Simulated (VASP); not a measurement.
Input of a VASP 6.6.1 run:

File POSCAR:

```
TiTc
1.0
    3.1522520700      0.0000000000      0.0000000000
    0.0000000000      3.1522520700      0.0000000000
    0.0000000000      0.0000000000      3.1522520700
Ti Tc
1 1
Direct
    0.5000000000      0.5000000000      0.5000000000
    0.0000000000      0.0000000000      0.0000000000
```

File INCAR.step1:

```
  PREC = Accurate
  ENCUT = 520
  ISMEAR = -1
  SIGMA = 0.1
  LREAL = False
  LASPH = True
  NELM = 60
  NBANDS = 20
  GGA = PE
  ALGO = Normal
  EDIFF = 1E-4
  LWAVE = True
  LCHARG = False
```

File INCAR.step2:

```
  PREC = Accurate
  ENCUT = 520
  EDIFF = 1E-6
  ISMEAR = -1
  SIGMA = 0.1
  LREAL = False
  LASPH = True
  NELM = 60
  ALGO = Normal
  ISIF = 2
  LWAVE = False
  LCHARG = True
  METAGGA = R2SCAN
  LMIXTAU = True
  LELF = True
  LVHAR = True
  NBANDS = 20
  ISTART = 1
```

KPOINTS

```
regular mesh
0
Gamma
  11 11 11
```

Potentials or basis: VASP PAW PBE potentials, release 64 (Ti_sv, Tc_pv).

Launch:

```bash
$ cat potpaw_PBE.64/Ti_sv/POTCAR potpaw_PBE.64/Tc_pv/POTCAR > POTCAR
$ cp INCAR.step1 INCAR
$ mpirun -np 1 vasp_std > vasp.out
$ cp INCAR.step2 INCAR
$ mpirun -np 1 vasp_std > vasp.out
```

Problem. Estimate the pressure.

Solution. -10.5 GPa.

Caveat: the PAW data sets were made with another functional, which shifts forces and pressure a little.
